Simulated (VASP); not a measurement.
Input of a VASP 6.6.1 run:

INCAR

```
PREC = Accurate ; ENCUT = 750
EDIFF = 1E-6 ; ISMEAR = 0
SIGMA = 0.02 ; LREAL = F
LASPH = T ; NELM = 120
ALGO = Normal ; ISIF = 2
LWAVE = F ; LCHARG = F
GGA = PE ; NBANDS = 13
GGA_COMPAT = F
```

KPOINTS

```
regular mesh
0
Gamma
  8 8 8
```

POSCAR

```
Li2S
1.0
    0.0000000000      2.7779694400      2.7779694400
    2.7779694400      0.0000000000      2.7779694400
    2.7779694400      2.7779694400      0.0000000000
Li S
2 1
Direct
    0.2500000000      0.2500000000      0.2500000000
    0.7500000000      0.7500000000      0.7500000000
    0.0000000000      0.0000000000      0.0000000000
```

Potentials or basis: VASP PAW PBE potentials, release 64 (Li_sv, S).

Launch:

```bash
$ cat potpaw_PBE.64/Li_sv/POTCAR potpaw_PBE.64/S/POTCAR > POTCAR
$ mpirun -np 1 vasp_std > vasp.out
```

Task: What does it give for the pressure?

Result: 3.6 GPa.

Task: Predict the band gap on the k mesh.

Result: 3.33 eV, indirect (least direct gap 4.67 eV).

Caveat: the cell differs from its parent crystal (strained). A k mesh can miss the band edges.
